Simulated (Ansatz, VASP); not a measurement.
# Cu in VASP and in Ansatz

```
CELL_PARAMETERS angstrom
-1.27029 1.27029 1.27029
1.27029 -1.27029 1.27029
1.27029 1.27029 -1.27029
ATOMIC_POSITIONS crystal
Cu 0.00000 0.00000 0.00000
```

Change from the starting cell: volume scaled by 0.75, LAPW.

Alike in both runs: task single point; functional LDA; k mesh 19 × 19 × 19; occupations fermi-dirac, width 0.08 eV; no spin polarisation.

```csv
,VASP,Ansatz
version,VASP 6.6.1,Ansatz 0.2.0
potentials or method,"VASP PAW LDA potentials, release 64 (Cu), cutoff 520 eV","all-electron LAPW, scalar-relativistic"
```

Ansatz gave:

- pressure (GPa): 109.3

Which values does VASP return?

Pressure (GPa): 110.5.

LDA's correlation is that of Perdew and Zunger in VASP and of Perdew and Wang (1992) in Ansatz. Both programs put the cell under a high pressure, so it lies far from rest at this level. Ansatz ran all-electron here, and VASP with PAW potentials.

Noted on VASP's run: the cell as given lies far from equilibrium.
